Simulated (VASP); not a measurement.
Write the native input for VASP 6.6.1 that does the following.

```yaml
Task: single point
Functional: PBE
Potentials_or_basis: VASP PAW PBE potentials, release 64 (Na_pv, F)
Cutoff: 520 eV
k_mesh: 4 × 4 × 4
Occupations: gaussian, width 0.1 eV
Spin: collinear spin
Starting_moments: "[0.0, 0.0, 0.0, 0.0, 1.0, 1.0, 1.0] μB"
Dipole_correction: no
Further_INCAR_settings: ALGO = Normal; EDIFF = 1e-06; NBANDS = 38
```

The structure of Na4F3 lies in POSCAR:

```
Na4F3
1.0
    4.2950090400      0.0000000000      0.0000000000
    0.0000000000      4.2950090400      0.0000000000
    0.0000000000      0.0000000000      4.2950090400
Na F
4 3
Direct
    0.3609275800      0.3609275800      0.3609275800
    0.6390724200      0.6390724200      0.3609275800
    0.6390724200      0.3609275800      0.6390724200
    0.3609275800      0.6390724200      0.6390724200
    0.0000000000      0.5000000000      0.5000000000
    0.5000000000      0.0000000000      0.5000000000
    0.5000000000      0.5000000000      0.0000000000
```

The cell was generated, and may not be a known phase.

The input as run:

INCAR

```
  PREC = Accurate
  ENCUT = 520
  EDIFF = 1E-6
  ISMEAR = 0
  SIGMA = 0.1
  LREAL = F
  LASPH = T
  NELM = 150
  ALGO = Normal
  ISIF = 2
  LWAVE = F
  LCHARG = F
  ISPIN = 2
  MAGMOM = 0 0 0 0 1 1 1
  LORBIT = 11
  GGA = PE
  NBANDS = 38
```

KPOINTS

```
Automatic mesh
0
Gamma
  4 4 4
```

Potentials or basis: VASP PAW PBE potentials, release 64 (Na_pv, F).

Launch:

```bash
$ cat potpaw_PBE.64/Na_pv/POTCAR potpaw_PBE.64/F/POTCAR > POTCAR
$ mpirun -np 1 vasp_std > vasp.out
```

It gave:

The pressure is 108.2 GPa. The largest force is 15.573 eV/Å, the net moment is -0.05 μB per cell and the valence electrons inside the program's atomic spheres are Na 6.41; F 6.31.

Caveat: the k points lie up to 0.37 Å⁻¹ apart; atoms lie so close that the PAW spheres overlap strongly, which falsifies energies and pressures; forces of over 1 eV/Å act on the atoms, so gaps and moduli don't describe the material at rest.

It took 64 s on 1 thread of AMD EPYC 7R43 64-Core Processor (Zen 3), on a shared host, peak memory 0.18 GiB.
